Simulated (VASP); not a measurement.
# Ba (Im-3m) in VASP: a series of runs

Ba is run at these levels: LDA; tasks: single point.

All numbers are computed with VASP 6.6.1; they aren't measurements. Logs are shortened: lines on timing, memory, paths and dates and some standing lists are left out, and cuts for length are marked.

## 1. The cell of the first run

Symmetry: Im-3m, No. 229, cubic system. The conventional cell has a = 4.758 Å, b = 4.758 Å, c = 4.758 Å, α = 90.00°, β = 90.00°, γ = 90.00°. Ba (site symmetry m-3m) has 14 Ba at 4.12 to 4.76 Å within 5.4 Å.

## 2. Single point, LDA

INCAR

```
SYSTEM = Ba
PREC = Accurate
ENCUT = 520
EDIFF = 1E-6
ISMEAR = -1
SIGMA = 0.1
LREAL = .FALSE.
LASPH = .TRUE.
NELM = 60
ALGO = Normal
ISIF = 2
LWAVE = .FALSE.
LCHARG = .FALSE.
GGA = CA
NBANDS = 11
```

KPOINTS

```
Automatic mesh
0
G
  14 14 14
  0 0 0
```

POSCAR

```
Ba
1.0
   -2.3789385306      2.3789385306      2.3789385306
    2.3789385306     -2.3789385306      2.3789385306
    2.3789385306      2.3789385306     -2.3789385306
Ba
1
Direct
    0.0000000000      0.0000000000      0.0000000000
```

Potentials or basis: VASP PAW LDA potentials, release 64 (Ba_sv).

Launch:

```sh
$ cat potpaw_LDA.64/Ba_sv/POTCAR > POTCAR
$ mpirun -np 1 vasp_std > vasp.out
```

OUTCAR:

```text
SYSTEM = Ba
   PREC = Accurate
   ENCUT = 520
   EDIFF = 1E-6
   ISMEAR = -1
   LREAL = .FALSE.
   LASPH = .TRUE.
   NELM = 60
   ISIF = 2
   GGA = CA

 ion  position               nearest neighbor table
   1  0.000  0.000  0.000-

  LATTYP: Found a body centered cubic cell.
 ALAT       =     4.7578770612

  Lattice vectors:

 A1 = (  -2.3789385306,   2.3789385306,   2.3789385306)
 A2 = (   2.3789385306,  -2.3789385306,   2.3789385306)
 A3 = (   2.3789385306,   2.3789385306,  -2.3789385306)

Analysis of symmetry for initial positions (statically):
=====================================================================
 Subroutine PRICEL returns:
 Original cell was already a primitive cell.

 Routine SETGRP: Setting up the symmetry group for a
 body centered cubic supercell.

 Subroutine GETGRP returns: Found 48 space group operations
 (whereof 48 operations were pure point group operations)
 out of a pool of 48 trial point group operations.

The static configuration has the point symmetry O_h .

Analysis of symmetry for dynamics (positions and initial velocities):
=====================================================================
 Subroutine PRICEL returns:
 Original cell was already a primitive cell.

 Routine SETGRP: Setting up the symmetry group for a
 body centered cubic supercell.

 Subroutine GETGRP returns: Found 48 space group operations
 (whereof 48 operations were pure point group operations)
 out of a pool of 48 trial point group operations.

The dynamic configuration has the point symmetry O_h .

 Subroutine INISYM returns: Found 48 space group operations
 (whereof 48 operations are pure point group operations),
 and found     1 'primitive' translations

----------------------------------------------------------------------------------------

                                     Primitive cell

  volume of cell :      53.8530

  direct lattice vectors                    reciprocal lattice vectors
    -2.378938531  2.378938531  2.378938531     0.000000000  0.210177772  0.210177772
     2.378938531 -2.378938531  2.378938531     0.210177772  0.000000000  0.210177772
     2.378938531  2.378938531 -2.378938531     0.210177772  0.210177772  0.000000000

  length of vectors
     4.120442403  4.120442403  4.120442403     0.297236256  0.297236256  0.297236256

  position of ions in fractional coordinates (direct lattice)
     0.000000000  0.000000000  0.000000000

  ion indices of the primitive-cell ions
   primitive index   ion index
                 1           1

----------------------------------------------------------------------------------------

 KPOINTS: Automatic mesh

Automatic generation of k-mesh.
 Grid dimensions read from file:
 generate k-points for:   14   14   14

 Generating k-lattice:

  Cartesian coordinates                     Fractional coordinates (reciprocal lattice)
     0.000000000  0.015012698  0.015012698     0.071428571  0.000000000  0.000000000
     0.015012698  0.000000000  0.015012698     0.000000000  0.071428571  0.000000000
     0.015012698  0.015012698  0.000000000     0.000000000  0.000000000  0.071428571

  Length of vectors
     0.021231161  0.021231161  0.021231161

  Shift w.r.t. Gamma in fractional coordinates (k-lattice)
     0.000000000  0.000000000  0.000000000

 Subroutine IBZKPT returns following result:
 ===========================================

 Found    104 irreducible k-points:

 Following reciprocal coordinates:
            Coordinates               Weight
  0.000000  0.000000  0.000000      1.000000
  0.071429  0.000000  0.000000     12.000000
  0.142857  0.000000  0.000000     12.000000
  0.214286  0.000000  0.000000     12.000000
  0.285714  0.000000  0.000000     12.000000
  0.357143  0.000000  0.000000     12.000000
[... 16 lines left out ...]
  0.285714  0.285714  0.000000     24.000000
  0.357143  0.285714  0.000000     24.000000
 [... further k-points ...]
   k-points           NKPTS =    104   k-points in BZ     NKDIM =    104   number of bands    NBANDS=     11
   number of dos      NEDOS =    301   number of ions     NIONS =      1
   total plane-waves  NPLWV =  32768
   dimension x,y,z NGX =    32 NGY =   32 NGZ =   32
   dimension x,y,z NGXF=    64 NGYF=   64 NGZF=   64
   ions per type =               1
   NGX,Y,Z   is equivalent  to a cutoff of  12.91, 12.91, 12.91 a.u.
   NGXF,Y,Z  is equivalent  to a cutoff of  25.82, 25.82, 25.82 a.u.
 SYSTEM =  Ba
   PREC   = accura    normal or accurate (medium, high low for compatibility)
   ISTART =      0    job   : 0-new  1-cont  2-samecut
   ICHARG =      2    charge: 1-file 2-atom 10-const
   ISPIN  =      1    spin polarized calculation?
   LNONCOLLINEAR =      F non collinear calculations
   LSORBIT =      F    spin-orbit coupling
   LASPH  =      T    aspherical Exc in radial PAW
   ENCUT  =  520.0 eV  38.22 Ry    6.18 a.u.   7.66  7.66  7.66*2*pi/ulx,y,z
   NELM   =     60;   NELMIN=  2; NELMDL= -5     # of ELM steps
   EDIFF  = 0.1E-05   stopping-criterion for ELM
   LREAL  =      F    real-space projection
   EDIFFG = 0.1E-04   stopping-criterion for IOM
   NSW    =      0    number of steps for IOM
   IBRION =     -1    ionic relax: 0-MD 1-quasi-New 2-CG
   NFREE  =      0    steps in history (QN), initial steepest desc. (CG)
   ISIF   =      2    stress and relaxation
   ISYM   =      2    0-nonsym 1-usesym 2-fastsym
   POTIM  = 0.5000    time-step for ionic-motion
   TEBEG  =    0.0;   TEEND  =   0.0 temperature during run
   PSTRESS=    0.0 pullay stress
   NELECT =      10.0000    total number of electrons
   NUPDOWN=      -1.0000    fix difference up-down
   EMIN   =  10.00;   EMAX   =-10.00  energy-range for DOS
   EFERMI =   0.00;   METHOD = LEGACY
   ISMEAR =    -1;   SIGMA  =   0.10  broadening in eV -4-tet -1-fermi 0-gaus
   EFERMI_NEDOS =   21; number of points for ismear=-14 and -15
   IALGO  =     38    algorithm
   IMIX   =      4    mixing-type and parameters
     AMIX     =   0.40;   BMIX     =  1.00
     AMIX_MAG =   1.60;   BMIX_MAG =  1.00
  volume/ion in A,a.u.               =      53.85       363.42
  Fermi-wavevector in a.u.,A,eV,Ry     =   0.933982  1.764969 11.868654  0.872321
  Thomas-Fermi vector in A             =   2.060739
   LORBIT       =      0    0 simple, 1 ext, 2 COOP (PROOUT), +10 PAW based schemes
   GGA     = CA    functional components
   LHFCALC =     F    Hartree Fock is set to
   AEXX    =    0.0000 exact exchange contribution
   IVDW    =     0    specifies the selected vdW correction
   LEPSILON=     F    determine dielectric tensor
   LRPA    =     F    only Hartree local field effects (RPA)
 non-spin polarized calculation
  energy-cutoff  :      520.00
  volume of cell :       53.85
 maximum number of plane-waves:      1481
   NGX = 15   NGY = 15   NGZ = 15

 number of electron      10.0000000 magnetization

 number of electron       9.9999999 magnetization

 Free energy of the ion-electron system (eV)
  ---------------------------------------------------
  ext. energy  EPLUGINS =         0.00000000
  ---------------------------------------------------
  free energy    TOTEN  =        -2.26954590 eV

  energy without entropy =       -2.22878278  energy(sigma->0) =       -2.24916434

 E-fermi :   1.9899     XC(G=0):  -8.1427

 val. band max:        1.9875537857   @ k =  -0.3571   0.3571   0.2857
 cond. band min:       2.0218169952   @ k =  -0.4286  -0.4286   0.2143
 fundamental gap:      0.0342632095
 Fermi energy:         1.9898576331

 k-point     1 :       0.0000    0.0000    0.0000
  band No.  band energies     occupation
      1     -26.6015      2.00000
      2     -11.4409      2.00000
      3     -11.4409      2.00000
      4     -11.4409      2.00000
      5      -0.8299      2.00000
      6       3.9043      0.00000
      7       3.9043      0.00000
      8       3.9043      0.00000
      9       5.5943      0.00000
     10       5.5943      0.00000
     11       9.4094      0.00000

 k-point     2 :       0.0714    0.0000    0.0000
  band No.  band energies     occupation
      1     -26.5972      2.00000
      2     -11.4831      2.00000
      3     -11.4534      2.00000
      4     -11.4413      2.00000
      5      -0.7123      2.00000
      6       3.8094      0.00000
      7       3.8613      0.00000
      8       4.0230      0.00000
      9       5.4228      0.00000
     10       5.5827      0.00000
     11       9.5472      0.00000

 k-point     3 :       0.1429    0.0000    0.0000
  band No.  band energies     occupation
      1     -26.5854      2.00000
      2     -11.5985      2.00000
      3     -11.4879      2.00000
      4     -11.4425      2.00000
      5      -0.3824      2.00000
      6       3.5696      0.00000
      7       3.6774      0.00000
      8       4.3743      0.00000
      9       5.2027      0.00000
     10       5.5707      0.00000
     11       9.8837      0.00000

 k-point     4 :       0.2143    0.0000    0.0000
  band No.  band energies     occupation
      1     -26.5681      2.00000
      2     -11.7584      2.00000
      3     -11.5369      2.00000
      4     -11.4441      2.00000
      5       0.0875      2.00000
      6       3.2731      0.00001
      7       3.3685      0.00000
      8       4.9438      0.00000
      9       5.2205      0.00000
     10       5.6034      0.00000
     11      10.0982      0.00000
[... 239 lines left out ...]
 k-point    22 :       0.3571    0.2143   -0.0000
  band No.  band energies     occupation
      1     -26.5082      2.00000
      2     -12.0996      2.00000
      3     -11.8076      2.00000
      4     -11.5246      2.00000
      5       1.6366      1.94317
      6       2.5967      0.00462
      7       3.1256      0.00002
      8       5.4693      0.00000
      9       6.2628      0.00000
     10       8.2075      0.00000
     11       8.7167      0.00000

 k-point    23 :       0.2857    0.2857    0.0000
  band No.  band energies     occupation
      1     -26.5073      2.00000
      2     -12.0580      2.00000
      3     -11.8552      2.00000
      4     -11.5333      2.00000
      5       1.8629      1.56143
      6       2.5244      0.00950
      7       2.9593      0.00012
      8       5.6189      0.00000
      9       6.0811      0.00000
     10       8.0324      0.00000
     11       8.8467      0.00000

 k-point    24 :       0.3571    0.2857    0.0000
  band No.  band energies     occupation
      1     -26.5046      2.00000
      2     -12.0292      2.00000
      3     -11.9121      2.00000
      4     -11.5373      2.00000
      5       1.9483      1.20466
      6       2.6109      0.00401
      7       2.8589      0.00034
      8       5.7509      0.00000
      9       6.1192      0.00000
     10       7.6503      0.00000
     11       9.3179      0.00000

 [... further k-points ...]
[... 5 lines left out ...]
  --------------------------------------------------------------------------------------
  -------------------------------------------------------------------------------------
  Total        0.0325968      0.0325968      0.0325968     -0.0000000      0.0000000     -0.0000000
  in kB        0.9697872      0.9697872      0.9697872     -0.0000000      0.0000000     -0.0000000
  external PRESSURE =       0.9697872 kB  Pullay stress =       0.0000000 kB

 VOLUME and BASIS-vectors are now :
 -----------------------------------------------------------------------------
  energy-cutoff  :      520.00
  volume of cell :       53.85
      direct lattice vectors                 reciprocal lattice vectors
    -2.378938531  2.378938531  2.378938531     0.000000000  0.210177772  0.210177772
     2.378938531 -2.378938531  2.378938531     0.210177772  0.000000000  0.210177772
     2.378938531  2.378938531 -2.378938531     0.210177772  0.210177772  0.000000000

 POSITION                                       TOTAL-FORCE (eV/Angst)
 -----------------------------------------------------------------------------------
      0.00000      0.00000      0.00000         0.000000      0.000000     -0.000000
 -----------------------------------------------------------------------------------
    total drift:                                0.000000      0.000000     -0.000000

  FREE ENERGIE OF THE ION-ELECTRON SYSTEM (eV)
  ---------------------------------------------------
  free  energy   TOTEN  =        -2.2695458989 eV

  energy  without entropy=       -2.2287827798  energy(sigma->0) =       -2.24916434
```

Wall time 48 s (1 thread of Intel Xeon 8259CL, shared host); peak memory 0.19 GiB.

Results:

- Free energy: -2.2695 eV
- Pressure: 0.1 GPa
- Band gap on the k mesh: zero (bands 5 and 6 overlap by 1.35 eV)

Caveat: spin-orbit coupling is left out, which moves the levels of the heavy elements.

## 3. Single point, LDA

INCAR

```
SYSTEM = Ba
PREC = Accurate ; ENCUT = 520
EDIFF = 1E-7 ; ISMEAR = -1
SIGMA = 0.1 ; LREAL = .FALSE.
LASPH = .TRUE. ; NELM = 80
ALGO = Normal ; ISIF = 2
LWAVE = .FALSE. ; LCHARG = .TRUE.
LELF = .TRUE. ; LVHAR = .TRUE.
NBANDS = 11
```

KPOINTS

```
Automatic mesh
0
G
  15 15 15
  0 0 0
```

POSCAR is that of step 2.

Potentials or basis: VASP PAW LDA potentials, release 64 (Ba_sv).

Launch:

```sh
$ cat potpaw_LDA.64/Ba_sv/POTCAR > POTCAR
$ mpirun -np 1 vasp_std > vasp.out
```

Wall time 59 s (1 thread of Intel Xeon 8259CL, shared host); peak memory 0.2 GiB.

Results (log left out):

| Quantity | Value |
| --- | --- |
| Free energy | -2.2695 eV |
| Pressure | 0.1 GPa |
| Band gap on the k mesh | zero (bands 5 and 6 overlap by 1.26 eV) |

Levels at points of the mesh, in eV from the Fermi level:
| k point | band 3 | band 4 | band 5 | band 6 | band 7 | band 8 |
| --- | --- | --- | --- | --- | --- | --- |
| (0.00, 0.00, 0.00) | -13.43 | -13.43 | -2.82 | 1.91 | 1.91 | 1.91 |

Caveat: spin-orbit coupling is left out, which moves the levels of the heavy elements.

The gap in the log of VASP goes by the Fermi energy; the results here count the filled bands.